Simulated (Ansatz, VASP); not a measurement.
**Two plane-wave programs on GaSb**

POSCAR

```
GaSb
1.0
    0.0000000000      3.0590000000      3.0590000000
    3.0590000000      0.0000000000      3.0590000000
    3.0590000000      3.0590000000      0.0000000000
Sb Ga
1 1
Direct
    0.7500000000      0.7500000000      0.7500000000
    0.0000000000      0.0000000000      0.0000000000
```

INCAR.step1

```
  PREC = Accurate
  ENCUT = 520
  EDIFF = 1E-5
  ISMEAR = -1
  SIGMA = 0.05
  LREAL = F
  LASPH = T
  NELM = 100
  ALGO = Normal
  ISIF = 2
  LWAVE = T
  GGA = PE
  NBANDS = 16
```

The input INCAR.step2:

```
  PREC = Accurate
  ENCUT = 520
  EDIFF = 1E-6
  ISMEAR = -1
  SIGMA = 0.05
  LREAL = F
  LASPH = T
  NELM = 100
  ALGO = Normal
  ISIF = 2
  LWAVE = F
  LCHARG = T
  GGA = B5
  LHFCALC = T
  AEXX = 0.2
  AGGAX = 0.72
  AGGAC = 0.81
  ALDAC = 0.19
  PRECFOCK = Normal
  LELF = T
  LVHAR = T
  ISTART = 1
  NBANDS = 16
```

File KPOINTS:

```
regular mesh
0
Gamma
  4 4 4
```

The input input.yaml:

```yaml
crystal:
  lattice:
    - [0.0, 3.059, 3.059]
    - [3.059, 0.0, 3.059]
    - [3.059, 3.059, 0.0]
  atoms:
    - { symbol: Sb, position: [0.75, 0.75, 0.75] }
    - { symbol: Ga, position: [0.0, 0.0, 0.0] }
hamiltonian:
  xc: b3lyp5
  pseudopotentials: { kind: paw }
kpoints:
  mp_grid: { grid: [4, 4, 4] }
  band_path:
    path:
      - [[0.0, 0.0, 0.0], [0.5, 0.0, 0.5], [0.5, 0.25, 0.75], [0.375, 0.375, 0.75], [0.0, 0.0, 0.0], [0.5, 0.5, 0.5], [0.625, 0.25, 0.625], [0.5, 0.25, 0.75], [0.5, 0.5, 0.5], [0.375, 0.375, 0.75]]
      - [[0.625, 0.25, 0.625], [0.5, 0.0, 0.5]]
    npoints: 4
scf:
  occupations: { method: fermi_dirac, width: 0.05 }
  n_extra_bands: 6
output:
  forces: true
  stress: true
  eigenvalues: true
  fatbands: false
  write_density: true
  write_potential: true
  elf: true
  volumetric_format: npy
```

Alike in both runs: functional B3LYP5; k mesh 4 × 4 × 4; occupations fermi-dirac, width 0.05 eV; no spin polarisation.

```csv
,VASP,Ansatz
version,VASP 6.6.1,Ansatz 0.2.0
potentials or method,"VASP PAW PBE potentials, release 64 (Sb, Ga_d)",Ansatz PAW
plane-wave cutoff (eV),520,420
valence electrons in the cell,18,28
task,single point,band structure
```

Ansatz gave:

```
gap on the k mesh at the Fermi level (eV) : 0.99
least direct gap on the mesh (eV)         : 0.99
pressure (GPa)                            : 3.4
```

Which values does VASP return?

gap on the k mesh at the Fermi level (eV): 1.09; least direct gap on the mesh (eV): 1.09; pressure (GPa): 3.2.

VASP's potentials were made for PBE, not for B3LYP5. VASP's potentials hold 18 valence electrons a cell and Ansatz's 28, so a difference there can come from the potentials and not from the codes.

The k mesh is coarse, so the values compare programs but aren't converged. Neither program's run includes spin-orbit coupling.
